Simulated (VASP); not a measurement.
Here is a VASP 6.6.1 calculation.

Contents of INCAR:

```
ALGO     = Normal         # electronic algorithm
EDIFF    = 1E-6           # SCF threshold, eV
ENCUT    = 520            # plane-wave cutoff, eV
GGA      = PS             # functional
ISIF     = 2              # what is computed and relaxed
ISMEAR   = 0              # smearing method
LASPH    = T              # aspherical terms in the spheres
LCHARG   = F              # write CHGCAR
LREAL    = F              # projectors in reciprocal space
LWAVE    = F              # write WAVECAR
NBANDS   = 35             # bands
NELM     = 60             # most SCF steps
PREC     = Accurate       # precision mode
SIGMA    = 0.02           # smearing width, eV
```

The input KPOINTS:

```
k-points
0
Gamma
  12 12 2
```

Contents of POSCAR:

```
WS2
1.0
    3.2719270380      0.0000000000      0.0000000000
   -1.6359635190      2.8335719342      0.0000000000
    0.0000000000      0.0000000000     12.5084027589
W S
2 4
Direct
    0.3333333333      0.6666666667      0.2500000000
    0.6666666667      0.3333333333      0.7500000000
    0.3333333333      0.6666666667      0.6281687295
    0.6666666667      0.3333333333      0.1281687295
    0.3333333333      0.6666666667      0.8718312705
    0.6666666667      0.3333333333      0.3718312705
```

Potentials or basis: VASP PAW PBE potentials, release 64 (W_sv, S).

Run with:

```console
$ cat potpaw_PBE.64/W_sv/POTCAR potpaw_PBE.64/S/POTCAR > POTCAR
$ mpirun -np 1 vasp_std > vasp.out
```

(1) Predict the largest force.

(2) Predict the pressure.

(3) Estimate the band gap on the k mesh.

Results:

(1) 0.019 eV/Å.

(2) -6.7 GPa.

(3) 0.55 eV, indirect (least direct gap 1.39 eV).

Caveat: the cell differs from its parent crystal (biaxial strain in the a-b plane: +4.0 %, then relaxed in part); the PAW data sets were made with another functional, which shifts forces and pressure a little; spin-orbit coupling is left out, which moves the levels of the heavy elements; this functional lacks dispersion, which binds the layers, so the pressure and a relaxed spacing across them are unreliable.
